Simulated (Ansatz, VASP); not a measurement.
N in VASP and in Ansatz

```xyz
1
Lattice="0.0000 1.5474 1.5474 1.5474 0.0000 1.5474 1.5474 1.5474 0.0000" Properties=species:S:1:pos:R:3 pbc="T T T"
N     0.0000    0.0000    0.0000
```

Change from the starting cell: volume scaled by 0.975.

Alike in both runs: task single point; functional PBE; k mesh 20 × 20 × 20; occupations fermi-dirac, width 0.05 eV; no spin polarisation.

|  | VASP | Ansatz |
| --- | --- | --- |
| version | VASP 6.6.1 | Ansatz 0.2.0 |
| potentials or method | VASP PAW PBE potentials, release 64 (N), cutoff 520 eV | all-electron LAPW, scalar-relativistic |

Ansatz gave:

- pressure (GPa): 4.7

Q: Which values does VASP return?

A: Pressure (GPa): 4.5.

Ansatz ran all-electron here, and VASP with PAW potentials.
